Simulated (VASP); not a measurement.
# EuS (Fm-3m) in VASP: further runs

Aim: see how the results for EuS move with the level of theory and the settings. Levels: SVWN5, BLYP. Tasks: single point.

Everything below comes from runs of VASP 6.6.1. Logs are shortened: lines on timing, memory, paths and dates and some standing lists are left out, and cuts for length are marked.

**What was measured.**

“Crystal-field mediated electronic transitions of EuS up to 35 GPa”, 2022, pmc:8786971 reports, for a powder of EuS at 300 K: band gap 1.72 eV (optical).

The runs below are set against these values where they give the same quantity.

**1. The cell of the first run**

Symmetry: Fm-3m, No. 225, cubic system. The conventional cell has a = 5.957 Å, b = 5.957 Å, c = 5.957 Å, α = 90.00°, β = 90.00°, γ = 90.00°. Eu (site symmetry m-3m) has 6 S at 2.98 Å within 3.9 Å. Within 3.9 Å of S (site symmetry m-3m) lie 6 Eu at 2.98 Å.

**2. Single point, SVWN5, collinear spin, ferromagnetic start**

File INCAR:

```
  ALGO = Normal
  EDIFF = 1E-6
  ENCUT = 600
  GGA = VW
  GGA_COMPAT = False
  ISIF = 2
  ISMEAR = -1
  ISPIN = 2
  LASPH = True
  LCHARG = False
  LMAXMIX = 6
  LORBIT = 11
  LREAL = False
  LWAVE = False
  MAGMOM = 7 0
  NBANDS = 22
  NELM = 200
  PREC = Accurate
  SIGMA = 0.05
```

File KPOINTS:

```
k-points
0
Gamma
  8 8 8
```

File POSCAR:

```
EuS
1.0
    0.0000000000      2.9785000000      2.9785000000
    2.9785000000      0.0000000000      2.9785000000
    2.9785000000      2.9785000000      0.0000000000
Eu S
1 1
Direct
    0.0000000000      0.0000000000      0.0000000000
    0.5000000000      0.5000000000      0.5000000000
```

Potentials or basis: VASP PAW PBE potentials, release 64 (Eu, S).

Launch:

```sh
$ cat potpaw_PBE.64/Eu/POTCAR potpaw_PBE.64/S/POTCAR > POTCAR
$ mpirun -np 1 vasp_std > vasp.out
```

OUTCAR:

```text
EDIFF = 1E-6
   ENCUT = 600
   GGA = VW
   ISIF = 2
   ISMEAR = -1
   ISPIN = 2
   LASPH = True
   LORBIT = 11
   LREAL = False
   NELM = 200
   PREC = Accurate

 ion  position               nearest neighbor table
   1  0.000  0.000  0.000-   2 2.98   2 2.98   2 2.98   2 2.98   2 2.98   2 2.98
   2  0.500  0.500  0.500-   1 2.98   1 2.98   1 2.98   1 2.98   1 2.98   1 2.98

  LATTYP: Found a face centered cubic cell.
 ALAT       =     5.9570000000

  Lattice vectors:

 A1 = (   0.0000000000,   2.9785000000,   2.9785000000)
 A2 = (   2.9785000000,   0.0000000000,   2.9785000000)
 A3 = (   2.9785000000,   2.9785000000,   0.0000000000)

Analysis of symmetry for initial positions (statically):
=====================================================================
 Subroutine PRICEL returns:
 Original cell was already a primitive cell.

 Routine SETGRP: Setting up the symmetry group for a
 face centered cubic supercell.

 Subroutine GETGRP returns: Found 48 space group operations
 (whereof 48 operations were pure point group operations)
 out of a pool of 48 trial point group operations.

The static configuration has the point symmetry O_h .

Analysis of symmetry for dynamics (positions and initial velocities):
=====================================================================
 Subroutine PRICEL returns:
 Original cell was already a primitive cell.

 Routine SETGRP: Setting up the symmetry group for a
 face centered cubic supercell.

 Subroutine GETGRP returns: Found 48 space group operations
 (whereof 48 operations were pure point group operations)
 out of a pool of 48 trial point group operations.

The dynamic configuration has the point symmetry O_h .

Analysis of structural, dynamic, and magnetic symmetry:
=====================================================================
 Subroutine PRICEL returns:
 Original cell was already a primitive cell.

 Routine SETGRP: Setting up the symmetry group for a
 face centered cubic supercell.

 Subroutine GETGRP returns: Found 48 space group operations
 (whereof 48 operations were pure point group operations)
 out of a pool of 48 trial point group operations.

The overall configuration has the point symmetry O_h .

 Subroutine INISYM returns: Found 48 space group operations
 (whereof 48 operations are pure point group operations),
 and found     1 'primitive' translations

----------------------------------------------------------------------------------------

                                     Primitive cell

  volume of cell :      52.8473

  direct lattice vectors                    reciprocal lattice vectors
     0.000000000  2.978500000  2.978500000    -0.167869733  0.167869733  0.167869733
     2.978500000  0.000000000  2.978500000     0.167869733 -0.167869733  0.167869733
     2.978500000  2.978500000  0.000000000     0.167869733  0.167869733 -0.167869733

  length of vectors
     4.212235096  4.212235096  4.212235096     0.290758907  0.290758907  0.290758907

  position of ions in fractional coordinates (direct lattice)
     0.000000000  0.000000000  0.000000000
     0.500000000  0.500000000  0.500000000

  ion indices of the primitive-cell ions
   primitive index   ion index
                 1           1
                 2           2

----------------------------------------------------------------------------------------

 KPOINTS: k-points

Automatic generation of k-mesh.
 Grid dimensions read from file:
 generate k-points for:    8    8    8

 Generating k-lattice:

  Cartesian coordinates                     Fractional coordinates (reciprocal lattice)
    -0.020983717  0.020983717  0.020983717     0.125000000  0.000000000  0.000000000
     0.020983717 -0.020983717  0.020983717     0.000000000  0.125000000  0.000000000
     0.020983717  0.020983717 -0.020983717     0.000000000  0.000000000  0.125000000

  Length of vectors
     0.036344863  0.036344863  0.036344863

  Shift w.r.t. Gamma in fractional coordinates (k-lattice)
     0.000000000  0.000000000  0.000000000

 Subroutine IBZKPT returns following result:
 ===========================================

 Found     29 irreducible k-points:

 Following reciprocal coordinates:
            Coordinates               Weight
  0.000000  0.000000  0.000000      1.000000
  0.125000  0.000000  0.000000      8.000000
  0.250000  0.000000  0.000000      8.000000
  0.375000  0.000000  0.000000      8.000000
  0.500000  0.000000  0.000000      4.000000
  0.125000  0.125000  0.000000      6.000000
[... 16 lines left out ...]
  0.500000  0.250000  0.125000     48.000000
 -0.375000  0.250000  0.125000     24.000000
 [... further k-points ...]
   k-points           NKPTS =     29   k-points in BZ     NKDIM =     29   number of bands    NBANDS=     22
   number of dos      NEDOS =    301   number of ions     NIONS =      2
   total plane-waves  NPLWV =  46656
   dimension x,y,z NGX =    36 NGY =   36 NGZ =   36
   dimension x,y,z NGXF=    72 NGYF=   72 NGZF=   72
   ions per type =               1   1
   NGX,Y,Z   is equivalent  to a cutoff of  14.21, 14.21, 14.21 a.u.
   NGXF,Y,Z  is equivalent  to a cutoff of  28.42, 28.42, 28.42 a.u.
 SYSTEM =  unknown system
   PREC   = accura    normal or accurate (medium, high low for compatibility)
   ISTART =      0    job   : 0-new  1-cont  2-samecut
   ICHARG =      2    charge: 1-file 2-atom 10-const
   ISPIN  =      2    spin polarized calculation?
   LNONCOLLINEAR =      F non collinear calculations
   LSORBIT =      F    spin-orbit coupling
   LASPH  =      T    aspherical Exc in radial PAW
   ENCUT  =  600.0 eV  44.10 Ry    6.64 a.u.   8.41  8.41  8.41*2*pi/ulx,y,z
   NELM   =    200;   NELMIN=  2; NELMDL= -5     # of ELM steps
   EDIFF  = 0.1E-05   stopping-criterion for ELM
   LREAL  =      F    real-space projection
   EDIFFG = 0.1E-04   stopping-criterion for IOM
   NSW    =      0    number of steps for IOM
   IBRION =     -1    ionic relax: 0-MD 1-quasi-New 2-CG
   NFREE  =      0    steps in history (QN), initial steepest desc. (CG)
   ISIF   =      2    stress and relaxation
   ISYM   =      2    0-nonsym 1-usesym 2-fastsym
   POTIM  = 0.5000    time-step for ionic-motion
   TEBEG  =    0.0;   TEEND  =   0.0 temperature during run
   PSTRESS=    0.0 pullay stress
   NELECT =      23.0000    total number of electrons
   NUPDOWN=      -1.0000    fix difference up-down
   EMIN   =  10.00;   EMAX   =-10.00  energy-range for DOS
   EFERMI =   0.00;   METHOD = LEGACY
   ISMEAR =    -1;   SIGMA  =   0.05  broadening in eV -4-tet -1-fermi 0-gaus
   EFERMI_NEDOS =   21; number of points for ismear=-14 and -15
   IALGO  =     38    algorithm
   IMIX   =      4    mixing-type and parameters
     AMIX     =   0.40;   BMIX     =  1.00
     AMIX_MAG =   1.60;   BMIX_MAG =  1.00
  volume/ion in A,a.u.               =      26.42       178.32
  Fermi-wavevector in a.u.,A,eV,Ry     =   1.240633  2.344456 20.941667  1.539169
  Thomas-Fermi vector in A             =   2.375065
   LORBIT       =     11    0 simple, 1 ext, 2 COOP (PROOUT), +10 PAW based schemes
   GGA     = VW    functional components
   LHFCALC =     F    Hartree Fock is set to
   AEXX    =    0.0000 exact exchange contribution
   IVDW    =     0    specifies the selected vdW correction
   LEPSILON=     F    determine dielectric tensor
   LRPA    =     F    only Hartree local field effects (RPA)
 spin polarized calculation
  energy-cutoff  :      600.00
  volume of cell :       52.85
 maximum number of plane-waves:      1807
 NGX is ok and might be reduce to    36
   NGX = 17   NGY = 17   NGZ = 17

 number of electron      22.9999997 magnetization       6.9191990

 Free energy of the ion-electron system (eV)
  ---------------------------------------------------
  ext. energy  EPLUGINS =         0.00000000
  ---------------------------------------------------
  free energy    TOTEN  =        61.73352051 eV

  energy without entropy =       61.75063325  energy(sigma->0) =       61.74207688

 E-fermi :   4.0239     XC(G=0): -10.0077

 val. band max:        3.9892591671   @ k =   0.1250   0.1250   0.0000
 cond. band min:       4.0264103286   @ k =   0.5000   0.3750   0.0000
 fundamental gap:      0.0371511615
 Fermi energy:         4.0239080004

 spin component 1

 k-point     1 :       0.0000    0.0000    0.0000
  band No.  band energies     occupation
      1     -37.3754      1.00000
      2     -16.1897      1.00000
      3     -16.1897      1.00000
      4     -16.1897      1.00000
      5      -9.4314      1.00000
      6       1.2389      1.00000
[... 14 lines left out ...]
     21       5.8418      0.00000
     22      11.4211      0.00000
[... 552 lines left out ...]
  band No.  band energies     occupation
      1     -37.3599      1.00000
      2     -16.4629      1.00000
      3     -16.2870      1.00000
      4     -16.2413      1.00000
      5      -8.7217      1.00000
      6      -0.8656      1.00000
[... 14 lines left out ...]
     21      10.1127      0.00000
     22      11.0093      0.00000

 [... further k-points ...]

 spin component 2

 k-point     1 :       0.0000    0.0000    0.0000
  band No.  band energies     occupation
      1     -35.3163      1.00000
      2     -14.3816      1.00000
      3     -14.3816      1.00000
      4     -14.3816      1.00000
      5      -9.3866      1.00000
      6       1.4316      1.00000
[... 14 lines left out ...]
     21       7.2932      0.00000
     22      12.0343      0.00000
[... 552 lines left out ...]
  band No.  band energies     occupation
      1     -35.2973      1.00000
      2     -14.7563      1.00000
      3     -14.5037      1.00000
      4     -14.4455      1.00000
      5      -8.6111      1.00000
      6      -0.6859      1.00000
[... 14 lines left out ...]
     21      10.8838      0.00000
     22      11.6357      0.00000

 [... further k-points ...]
[... 5 lines left out ...]
  --------------------------------------------------------------------------------------
  -------------------------------------------------------------------------------------
  Total       -2.7869673     -2.7869673     -2.7869673     -0.0000000      0.0000000     -0.0000000
  in kB      -84.4927885    -84.4927885    -84.4927885     -0.0000000      0.0000000     -0.0000000
  external PRESSURE =     -84.4927885 kB  Pullay stress =       0.0000000 kB

 VOLUME and BASIS-vectors are now :
 -----------------------------------------------------------------------------
  energy-cutoff  :      600.00
  volume of cell :       52.85
      direct lattice vectors                 reciprocal lattice vectors
     0.000000000  2.978500000  2.978500000    -0.167869733  0.167869733  0.167869733
     2.978500000  0.000000000  2.978500000     0.167869733 -0.167869733  0.167869733
     2.978500000  2.978500000  0.000000000     0.167869733  0.167869733 -0.167869733

 POSITION                                       TOTAL-FORCE (eV/Angst)
 -----------------------------------------------------------------------------------
      0.00000      0.00000      0.00000        -0.000000      0.000000     -0.000000
      2.97850      2.97850      2.97850         0.000000      0.000000      0.000000
 -----------------------------------------------------------------------------------
    total drift:                               -0.000000      0.000000      0.000000

  FREE ENERGIE OF THE ION-ELECTRON SYSTEM (eV)
  ---------------------------------------------------
  free  energy   TOTEN  =        61.7335205072 eV

  energy  without entropy=       61.7506332492  energy(sigma->0) =       61.74207688

 total charge

# of ion       s       p       d       f       tot
--------------------------------------------------
    1        2.015   5.655   0.329   6.606  14.605
    2        1.308   2.384   0.000   0.000   3.692
--------------------------------------------------
tot          3.323   8.039   0.329   6.606  18.297

 magnetization (x)

# of ion       s       p       d       f       tot
--------------------------------------------------
    1       -0.006  -0.055   0.086   6.567   6.592
    2       -0.004  -0.040   0.000   0.000  -0.045
--------------------------------------------------
tot         -0.010  -0.095   0.086   6.567   6.548
```

It took 98 s on 1 thread of AMD EPYC 9R45 (Zen 5), shared host; peak memory 0.21 GiB.

What came out:

* Free energy: 61.7335 eV
* Pressure: -8.4 GPa
* Net moment: 6.92 μB per cell
* Site moments: Eu +6.59; S -0.04 μB
* Valence electrons inside the program's atomic spheres: Eu 14.61; S 3.69

Caveat: the cell stands under tension; the PAW data sets were made with another functional, which shifts forces and pressure a little; spin-orbit coupling is left out, which moves the levels of the heavy elements; a cell with one magnetic atom can't hold antiferromagnetic order, which such compounds often take; semilocal functionals describe open f shells poorly, which spoils levels, moments and volumes.

(Part 1 of 2 ends here.)
